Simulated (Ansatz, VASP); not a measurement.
# AlN in VASP and in Ansatz

File INCAR:

```
SYSTEM = AlN
ALGO = Normal
EDIFF = 1E-6
ENCUT = 520
GGA = PS
ISIF = 2
ISMEAR = 0
LASPH = .True.
LCHARG = .False.
LREAL = .False.
LWAVE = .False.
NBANDS = 16
NELM = 80
PREC = Accurate
SIGMA = 0.05
```

KPOINTS

```
k-points
0
Gamma
  9 9 6
  0 0 0
```

POSCAR

```
AlN
1.0
    3.2618000000      0.0000000000      0.0000000000
   -1.6309000000      2.8248016620      0.0000000000
    0.0000000000      0.0000000000      4.1814000000
Al N
2 2
Direct
    0.3333333333      0.6666666667      0.7500000000
    0.6666666667      0.3333333333      0.2500000000
    0.3333333333      0.6666666667      0.2500000000
    0.6666666667      0.3333333333      0.7500000000
```

Input for Ansatz:

```yaml
crystal:
  lattice:
    - [3.2618, 0.0, 0.0]
    - [-1.6309, 2.824801662, 0.0]
    - [0.0, 0.0, 4.1814]
  atoms:
    - { symbol: Al, position: [0.3333333333, 0.6666666667, 0.75] }
    - { symbol: Al, position: [0.6666666667, 0.3333333333, 0.25] }
    - { symbol: "N", position: [0.3333333333, 0.6666666667, 0.25] }
    - { symbol: "N", position: [0.6666666667, 0.3333333333, 0.75] }
basis:
  ecutwfc: 520.0
kpoints:
  mp_grid: { grid: [9, 9, 6] }
hamiltonian:
  xc: pbesol
  pseudopotentials: { kind: paw, azcp: { folder: soft_1 } }
scf:
  occupations: { method: gaussian, width: 0.05 }
output:
  forces: true
  stress: true
  eigenvalues: true
```

Alike in both runs: task single point; functional PBEsol; k mesh 9 × 9 × 6; occupations gaussian, width 0.05 eV; no spin polarisation.

|  | VASP | Ansatz |
| --- | --- | --- |
| version | VASP 6.6.1 | Ansatz 0.2.0 |
| potentials or method | VASP PAW PBE potentials, release 64 (Al, N), cutoff 520 eV | scalar-relativistic, plane waves, PAW |
| valence electrons in the cell | 16 | 16 |

|  | VASP | Ansatz | Ansatz less VASP |
| --- | --- | --- | --- |
| gap on the k mesh at the Fermi level (eV) | 3.39 | 3.38 | -0.015 |
| least direct gap on the mesh (eV) | 3.39 | 3.38 | -0.015 |
| pressure (GPa) | 3.9 | 3.9 | -0.03 |
| traceless stress, the component that is largest in VASP (GPa) | -3.61 | -3.57 | +0.044 |

VASP's potentials were made for PBE, not for PBEsol, and Ansatz warns of the same on its side.
